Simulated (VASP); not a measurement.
A run of VASP 6.6.1 is set up as follows.

INCAR

```
SYSTEM = KCl
PREC     = Accurate       ! precision mode
ENCUT    = 520            ! plane-wave cutoff, eV
EDIFF    = 1E-6           ! SCF threshold, eV
ISMEAR   = -1             ! smearing method
SIGMA    = 0.02           ! smearing width, eV
LREAL    = .False.        ! projectors in reciprocal space
LASPH    = .True.         ! aspherical terms in the spheres
NELM     = 60             ! most SCF steps
ALGO     = Normal         ! electronic algorithm
ISIF     = 2              ! what is computed and relaxed
LWAVE    = .False.        ! write WAVECAR
LCHARG   = .False.        ! write CHGCAR
GGA      = PE             ! functional
NBANDS   = 15             ! bands
```

Contents of KPOINTS:

```
regular mesh
0
Gamma
  8 8 8
  0 0 0
```

File POSCAR:

```
KCl
1.0
    0.0000000000      3.2253564391      3.2253564391
    3.2253564391      0.0000000000      3.2253564391
    3.2253564391      3.2253564391      0.0000000000
K Cl
1 1
Direct
    0.0000000000      0.0000000000      0.0000000000
    0.5000000000      0.5000000000      0.5000000000
```

Potentials or basis: VASP PAW PBE potentials, release 64 (K_sv, Cl).

Launch:

```sh
$ cat potpaw_PBE.64/K_sv/POTCAR potpaw_PBE.64/Cl/POTCAR > POTCAR
$ mpirun -np 1 vasp_std > vasp.out
```

(1) What does it give for the band gap on the k mesh?

(2) Estimate the pressure.

Results:

(1) 4.94 eV, direct.

(2) -0.5 GPa.

Caveat: the cell differs from its parent crystal (strain +2.6%).
